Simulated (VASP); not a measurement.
Input of a VASP 6.6.1 run:

The input INCAR:

```
SYSTEM = ZnS
PREC = Accurate ; ENCUT = 500
EDIFF = 1E-6 ; ISMEAR = -1
SIGMA = 0.05 ; LREAL = .FALSE.
LASPH = .TRUE. ; NELM = 120
ALGO = Normal ; ISIF = 2
LWAVE = .FALSE. ; LCHARG = .FALSE.
GGA = PE ; NBANDS = 16
GGA_COMPAT = .FALSE.
```

KPOINTS

```
regular mesh
0
G
  14 14 14
  0 0 0
```

The input POSCAR:

```
ZnS
1.0
    3.1948933867      0.0000000000      0.0000000000
    0.0000000000      3.1948933867      0.0000000000
    0.0000000000      0.0000000000      3.1948933867
Zn S
1 1
Direct
    0.0000000000      0.0000000000      0.0000000000
    0.5000000000      0.5000000000      0.5000000000
```

Potentials or basis: VASP PAW PBE potentials, release 64 (Zn, S).

Launch:

```console
$ cat potpaw_PBE.64/Zn/POTCAR potpaw_PBE.64/S/POTCAR > POTCAR
$ mpirun -np 1 vasp_std > vasp.out
```

Predict the pressure.

0.1 GPa.

Estimate the band gap on the k mesh.

zero (band 9 reaches 4.92 eV, above the bottom of band 10 at 3.58 eV).
